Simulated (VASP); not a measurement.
The system is ScIr.

```
Sc Ir
1.0
     3.20600    0.00000    0.00000
     0.00000    3.20600    0.00000
     0.00000    0.00000    3.20600
Sc Ir
1 1
Direct
  0.50000 0.50000 0.50000
  0.00000 0.00000 0.00000
```

| Property | Result |
| --- | --- |
| Program | VASP 6.6.1 |
| Task | relaxation of cell and atoms |
| Functional | LDA |
| Potentials or basis | VASP PAW LDA potentials, release 64 (Sc_sv, Ir) |
| Cutoff | 600 eV |
| k mesh | 12 × 12 × 12 |
| Occupations | fermi-dirac, width 0.1 eV |
| Spin | no spin polarisation |

At the start: pressure -6.4 GPa; volume 16.48 Å³/atom.

Question: Where does the relaxation end?

Answer: Over 4 steps the energy falls by 12.0 meV/atom and the volume is 15.90 Å³/atom (-3.5 %); space group Pm-3m (No. 221, to 0.1 Å) before and after.

Step by step:
| step | energy change (eV) | largest force (eV/Å) | pressure (GPa) | volume (Å³) |
| --- | --- | --- | --- | --- |
| 1 | 0.0000 | 0.0000 | -6.43 | 32.95 |
| 2 | 0.0525 | 0.0000 | 13.64 | 29.90 |
| 3 | -0.0240 | 0.0000 | -0.13 | 31.82 |
| 4 | -0.0240 | 0.0000 | 0.00 | 31.79 |

Final structure:
```cif
data_structure
_symmetry_space_group_name_H-M 'P 1'
_symmetry_Int_Tables_number 1
_cell_length_a 3.1680
_cell_length_b 3.1680
_cell_length_c 3.1680
_cell_angle_alpha 90.000
_cell_angle_beta 90.000
_cell_angle_gamma 90.000
_cell_volume 31.79
loop_
_atom_site_label
_atom_site_type_symbol
_atom_site_fract_x
_atom_site_fract_y
_atom_site_fract_z
_atom_site_occupancy
Sc1 Sc 0.50000 0.50000 0.50000 1
Ir1 Ir 0.00000 0.00000 0.00000 1
```
